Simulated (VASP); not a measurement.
Here is a VASP 6.6.1 calculation.

Contents of INCAR:

```
ALGO = Normal ; EDIFF = 1E-6
ENCUT = 520 ; GGA = PS
ISIF = 2 ; ISMEAR = 0
LASPH = True ; LCHARG = False
LREAL = False ; LWAVE = False
NBANDS = 11 ; NELM = 100
PREC = Accurate ; SIGMA = 0.05
```

KPOINTS

```
k-points
0
Gamma
  10 10 10
```

File POSCAR:

```
AlN
1.0
    0.2740288835      2.3292455100      2.3292455100
    2.3292455100      0.2740288835      2.3292455100
    2.3292455100      2.3292455100      0.2740288835
Al N
1 1
Direct
    0.0000000000      0.0000000000      0.0000000000
    0.7500000000      0.7500000000      0.7500000000
```

Potentials or basis: VASP PAW PBE potentials, release 64 (Al, N).

Run with:

```bash
$ cat potpaw_PBE.64/Al/POTCAR potpaw_PBE.64/N/POTCAR > POTCAR
$ mpirun -np 1 vasp_std > vasp.out
```

Q: Predict the band gap on the k mesh.

A: 2.47 eV, indirect (least direct gap 2.53 eV).

Q: What does it give for the pressure?

A: 9.6 GPa.

Q: What does it give for the largest force?

A: 0.727 eV/Å.

Forces in eV/Å, atoms in the order of the input:
```
Al  -0.420 -0.420 -0.420
N    0.420  0.420  0.420
```

Caveat: the PAW data sets were made with another functional, which shifts forces and pressure a little. A k mesh can miss the band edges.
